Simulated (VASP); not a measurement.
# Sb in VASP: a series of runs

Sb is run at these levels: PBE+D3(BJ); tasks: single point, relaxation of the atoms.

All numbers are computed with VASP 6.6.1; they aren't measurements. Logs are shortened: lines on timing, memory, paths and dates and some standing lists are left out, and cuts for length are marked.

## (1) The cell of the first run

The cell holds a slab with vacuum, 4 atoms: a = 4.069 Å, b = 4.069 Å, c = 20.800 Å, α = 90.00°, β = 90.00°, γ = 120.00°.

## (2) Single point, PBE+D3(BJ) (layers slid over each other, then relaxed in part)

INCAR reads:

```
SYSTEM = Sb
ALGO = Normal
DIPOL = 0.5 0.5 0.387
EDIFF = 1E-6
ENCUT = 400
GGA = PE
GGA_COMPAT = .FALSE.
IDIPOL = 3
ISIF = 2
ISMEAR = 0
IVDW = 12
LASPH = .TRUE.
LCHARG = .FALSE.
LDIPOL = .TRUE.
LREAL = .FALSE.
LWAVE = .FALSE.
NBANDS = 38
NELM = 120
NELMDL = -8
PREC = Accurate
SIGMA = 0.05
```

KPOINTS reads:

```
k-points
0
G
  9 9 1
  0 0 0
```

POSCAR reads:

```
Sb
1.0
    4.0686848921      0.0000000000      0.0000000000
   -2.0343424461      3.5235844766      0.0000000000
    0.0000000000      0.0000000000     20.8000277116
Sb
4
Direct
    0.3333333333      0.6666666666      0.2957491668
    0.6666666667      0.3333333334      0.2163458656
    0.2222222222      1.1111111111      0.5578053489
    0.5555555556      0.7777777778      0.4784049008
```

Potentials or basis: VASP PAW PBE potentials, release 64 (Sb_d_GW).

On the command line:

```
> cat potpaw_PBE.64/Sb_d_GW/POTCAR > POTCAR
> mpirun -np 1 vasp_std > vasp.out
```

OUTCAR:

```text
SYSTEM = Sb
   EDIFF = 1E-6
   ENCUT = 400
   GGA = PE
   ISIF = 2
   ISMEAR = 0
   IVDW = 12
   LASPH = .TRUE.
   LREAL = .FALSE.
   NELM = 120
   NELMDL = -8
   PREC = Accurate
 IVDW          = 12

 ion  position               nearest neighbor table
   1  0.333  0.667  0.296-   2 2.87   2 2.87   2 2.87
   2  0.667  0.333  0.216-   1 2.87   1 2.87   1 2.87
   3  0.222  0.111  0.558-   4 2.87   4 2.87   4 2.87
   4  0.556  0.778  0.478-   3 2.87   3 2.87   3 2.87

  LATTYP: Found a hexagonal cell.
 ALAT       =     4.0686848921
 C/A-ratio  =     5.1122237930

  Lattice vectors:

 A1 = (   4.0686848921,   0.0000000000,   0.0000000000)
 A2 = (  -2.0343424461,   3.5235844766,   0.0000000000)
 A3 = (   0.0000000000,   0.0000000000,  20.8000277116)

Analysis of symmetry for initial positions (statically):
=====================================================================
 Subroutine PRICEL returns:
 Original cell was already a primitive cell.

 Routine SETGRP: Setting up the symmetry group for a
 hexagonal supercell.

 Subroutine GETGRP returns: Found  4 space group operations
 (whereof  2 operations were pure point group operations)
 out of a pool of 24 trial point group operations.

The static configuration has the point symmetry C_1h.
 The point group associated with its full space group is C_2h.

Analysis of symmetry for dynamics (positions and initial velocities):
=====================================================================
 Subroutine PRICEL returns:
 Original cell was already a primitive cell.

 Routine SETGRP: Setting up the symmetry group for a
 hexagonal supercell.

 Subroutine GETGRP returns: Found  4 space group operations
 (whereof  2 operations were pure point group operations)
 out of a pool of 24 trial point group operations.

The dynamic configuration has the point symmetry C_1h.
 The point group associated with its full space group is C_2h.

 Subroutine INISYM returns: Found  4 space group operations
 (whereof  2 operations are pure point group operations),
 and found     1 'primitive' translations

----------------------------------------------------------------------------------------

                                     Primitive cell

  volume of cell :     298.1966

  direct lattice vectors                    reciprocal lattice vectors
     4.068684892  0.000000000  0.000000000     0.245779663  0.141900954  0.000000000
    -2.034342446  3.523584477  0.000000000     0.000000000  0.283801909  0.000000000
     0.000000000  0.000000000 20.800027712     0.000000000  0.000000000  0.048076859

  length of vectors
     4.068684892  4.068684892 20.800027712     0.283801909  0.283801909  0.048076859

  position of ions in fractional coordinates (direct lattice)
     0.333333333  0.666666667  0.295749167
     0.666666667  0.333333333  0.216345866
     0.222222222  0.111111111  0.557805349
     0.555555556  0.777777778  0.478404901

  ion indices of the primitive-cell ions
   primitive index   ion index
                 1           1
                 2           2
                 3           3
                 4           4

----------------------------------------------------------------------------------------

 KPOINTS: k-points

Automatic generation of k-mesh.
 Grid dimensions read from file:
 generate k-points for:    9    9    1

 Generating k-lattice:

  Cartesian coordinates                     Fractional coordinates (reciprocal lattice)
     0.027308851  0.015766773  0.000000000     0.111111111 -0.000000000  0.000000000
     0.000000000  0.031533545  0.000000000     0.000000000  0.111111111  0.000000000
     0.000000000  0.000000000  0.048076859     0.000000000  0.000000000  1.000000000

  Length of vectors
     0.031533545  0.031533545  0.048076859

  Shift w.r.t. Gamma in fractional coordinates (k-lattice)
     0.000000000  0.000000000  0.000000000

 Subroutine IBZKPT returns following result:
 ===========================================

 Found     25 irreducible k-points:

 Following reciprocal coordinates:
            Coordinates               Weight
  0.000000  0.000000  0.000000      1.000000
  0.111111 -0.000000  0.000000      2.000000
  0.000000  0.111111  0.000000      4.000000
  0.222222 -0.000000  0.000000      2.000000
  0.000000  0.222222  0.000000      4.000000
  0.333333 -0.000000  0.000000      2.000000
[... 16 lines left out ...]
 -0.222222 -0.444444  0.000000      4.000000
  0.444444  0.333333  0.000000      4.000000
   k-points           NKPTS =     25   k-points in BZ     NKDIM =     25   number of bands    NBANDS=     38
   number of dos      NEDOS =    301   number of ions     NIONS =      4
   total plane-waves  NPLWV = 109760
   dimension x,y,z NGX =    28 NGY =   28 NGZ =  140
   dimension x,y,z NGXF=    56 NGYF=   56 NGZF=  280
   ions per type =               4
   NGX,Y,Z   is equivalent  to a cutoff of  11.44, 11.44, 11.19 a.u.
   NGXF,Y,Z  is equivalent  to a cutoff of  22.88, 22.88, 22.38 a.u.
 SYSTEM =  Sb
   PREC   = accura    normal or accurate (medium, high low for compatibility)
   ISTART =      0    job   : 0-new  1-cont  2-samecut
   ICHARG =      2    charge: 1-file 2-atom 10-const
   ISPIN  =      1    spin polarized calculation?
   LNONCOLLINEAR =      F non collinear calculations
   LSORBIT =      F    spin-orbit coupling
   LASPH  =      T    aspherical Exc in radial PAW
   ENCUT  =  400.0 eV  29.40 Ry    5.42 a.u.   6.63  6.63 33.92*2*pi/ulx,y,z
   NELM   =    120;   NELMIN=  2; NELMDL= -8     # of ELM steps
   EDIFF  = 0.1E-05   stopping-criterion for ELM
   LREAL  =      F    real-space projection
   EDIFFG = 0.1E-04   stopping-criterion for IOM
   NSW    =      0    number of steps for IOM
   IBRION =     -1    ionic relax: 0-MD 1-quasi-New 2-CG
   NFREE  =      0    steps in history (QN), initial steepest desc. (CG)
   ISIF   =      2    stress and relaxation
   ISYM   =      2    0-nonsym 1-usesym 2-fastsym
   POTIM  = 0.5000    time-step for ionic-motion
   TEBEG  =    0.0;   TEEND  =   0.0 temperature during run
   PSTRESS=    0.0 pullay stress
   NELECT =      60.0000    total number of electrons
   NUPDOWN=      -1.0000    fix difference up-down
   EMIN   =  10.00;   EMAX   =-10.00  energy-range for DOS
   EFERMI =   0.00;   METHOD = LEGACY
   ISMEAR =     0;   SIGMA  =   0.05  broadening in eV -4-tet -1-fermi 0-gaus
   EFERMI_NEDOS =   21; number of points for ismear=-14 and -15
   IALGO  =     38    algorithm
   IMIX   =      4    mixing-type and parameters
     AMIX     =   0.40;   BMIX     =  1.00
     AMIX_MAG =   1.60;   BMIX_MAG =  1.00
  volume/ion in A,a.u.               =      74.55       503.08
  Fermi-wavevector in a.u.,A,eV,Ry     =   0.959307  1.812828 12.521037  0.920270
  Thomas-Fermi vector in A             =   2.088492
   LORBIT       =      0    0 simple, 1 ext, 2 COOP (PROOUT), +10 PAW based schemes
   GGA     = PE    functional components
   LHFCALC =     F    Hartree Fock is set to
   AEXX    =    0.0000 exact exchange contribution
   IVDW    =    12    specifies the selected vdW correction
   LEPSILON=     F    determine dielectric tensor
   LRPA    =     F    only Hartree local field effects (RPA)
 non-spin polarized calculation
 Gauss-broadening in eV      SIGMA  =   0.05
  energy-cutoff  :      400.00
  volume of cell :      298.20
 maximum number of plane-waves:      5503
   NGX = 13   NGY = 13   NGZ = 67

 dipolmoment           0.000000      0.000000      0.000038 electrons x Angstroem

 number of electron      59.9999978 magnetization

 dipolmoment           0.000000      0.000000     -0.000418 electrons x Angstroem

 Free energy of the ion-electron system (eV)
  ---------------------------------------------------
  ext. energy  EPLUGINS =         0.00000000
  ---------------------------------------------------
  free energy    TOTEN  =       -16.26075970 eV

  energy without entropy =      -16.26075970  energy(sigma->0) =      -16.26075970

 E-fermi :  -0.5211     XC(G=0):  -4.8961

 val. band max:       -0.8404231499   @ k =   0.0000   0.0000   0.0000
 cond. band min:       0.0070751202   @ k =   0.0000   0.3333   0.0000
 fundamental gap:      0.8474982701
 Fermi energy:        -0.5210678798

 k-point     1 :       0.0000    0.0000    0.0000
  band No.  band energies     occupation
      1     -29.5412      2.00000
      2     -29.5406      2.00000
      3     -29.5374      2.00000
      4     -29.5368      2.00000
      5     -29.4634      2.00000
      6     -29.4633      2.00000
[... 30 lines left out ...]
     37       3.3017      0.00000
     38       3.6398      0.00000

 k-point     2 :       0.1111   -0.0000    0.0000
  band No.  band energies     occupation
      1     -29.5403      2.00000
      2     -29.5364      2.00000
      3     -29.5340      2.00000
      4     -29.5302      2.00000
      5     -29.4625      2.00000
      6     -29.4593      2.00000
[... 30 lines left out ...]
     37       3.4779      0.00000
     38       3.7984      0.00000

 k-point     3 :       0.0000    0.1111    0.0000
  band No.  band energies     occupation
      1     -29.5398      2.00000
      2     -29.5360      2.00000
      3     -29.5344      2.00000
      4     -29.5306      2.00000
      5     -29.4626      2.00000
      6     -29.4592      2.00000
[... 30 lines left out ...]
     37       3.4820      0.00000
     38       3.7933      0.00000

 k-point     4 :       0.2222   -0.0000    0.0000
  band No.  band energies     occupation
      1     -29.5378      2.00000
      2     -29.5339      2.00000
      3     -29.5154      2.00000
      4     -29.5116      2.00000
      5     -29.4611      2.00000
      6     -29.4572      2.00000
[... 30 lines left out ...]
     37       3.8572      0.00000
     38       4.1764      0.00000
[... 703 lines left out ...]
      4     -29.4513      2.00000
      5     -29.4374      2.00000
      6     -29.4337      2.00000
[... 30 lines left out ...]
     37       5.0184      0.00000
     38       5.1199      0.00000

 k-point    23 :      -0.2222   -0.4444    0.0000
  band No.  band energies     occupation
      1     -29.5322      2.00000
      2     -29.5284      2.00000
      3     -29.4547      2.00000
      4     -29.4510      2.00000
      5     -29.4375      2.00000
      6     -29.4337      2.00000
[... 30 lines left out ...]
     37       5.0331      0.00000
     38       5.2787      0.00000

 k-point    24 :       0.4444    0.3333    0.0000
  band No.  band energies     occupation
      1     -29.5323      2.00000
      2     -29.5285      2.00000
      3     -29.4547      2.00000
      4     -29.4510      2.00000
      5     -29.4376      2.00000
      6     -29.4339      2.00000
[... 30 lines left out ...]
     37       5.0154      0.00000
     38       5.1941      0.00000

 [... further k-points ...]

------------------------ aborting loop because EDIFF is reached ----------------------------------------

 vacuum level on the upper side and lower side of the slab       (xc-potential included)        -0.131        -0.123

 Edisp (eV)   -1.16818

 E8    (eV) :    -0.5595

  FORCE on cell =-STRESS in cart. coord.  units (eV):
  Direction    XX          YY          ZZ          XY          YZ          ZX
  --------------------------------------------------------------------------------------
  -------------------------------------------------------------------------------------
  Total      -0.15566    -0.27889    -0.28080     0.10673     0.13169     0.22809
  in kB      -0.83632    -1.49847    -1.50873     0.57344     0.70755     1.22551
  external pressure =       -1.28 kB  Pullay stress =        0.00 kB

 VOLUME and BASIS-vectors are now :
 -----------------------------------------------------------------------------
  energy-cutoff  :      400.00
  volume of cell :      298.20
      direct lattice vectors                 reciprocal lattice vectors
     4.068684892  0.000000000  0.000000000     0.245779663  0.141900954  0.000000000
    -2.034342446  3.523584477  0.000000000     0.000000000  0.283801909  0.000000000
     0.000000000  0.000000000 20.800027712     0.000000000  0.000000000  0.048076859

 POSITION                                       TOTAL-FORCE (eV/Angst)
 -----------------------------------------------------------------------------------
     -0.00000      2.34906      6.15159        -0.023471     -0.013551     -0.004535
      2.03434      1.17453      4.50000        -0.019080     -0.011016      0.002811
      0.67811      0.39151     11.60237         0.019080      0.011016     -0.002811
      0.67811      2.74057      9.95084         0.023471      0.013551      0.004535
 -----------------------------------------------------------------------------------
    total drift:                                0.000098      0.000056     -0.055056

  FREE ENERGIE OF THE ION-ELECTRON SYSTEM (eV)
  ---------------------------------------------------
  free  energy   TOTEN  =       -17.4289413253 eV

  energy  without entropy=      -17.4289413253  energy(sigma->0) =      -17.42894133

 vacuum level on the upper side and lower side of the slab         3.714         3.721
```

Run time: 5.6 min. Hardware: 1 thread of AMD EPYC 7R13 (Zen 3), shared host; peak memory 0.39 GiB.

Results:

```yaml
Free_energy: -17.4289 eV
Largest_force: 0.027 eV/Å
Band_gap_on_the_k_mesh: 0.85 eV (least direct gap 1.39 eV)
Dispersion_energy_per_atom: -0.292 eV
```

Forces in eV/Å, atoms in the order of the input:
```
Sb  -0.023 -0.014 -0.005
Sb  -0.019 -0.011  0.003
Sb   0.019  0.011 -0.003
Sb   0.023  0.014  0.005
```

Caveat: the cell differs from its parent crystal (layers slid over each other, then relaxed in part); spin-orbit coupling is left out, which moves the levels of the heavy elements.

(Continued in part 2 of 2.)
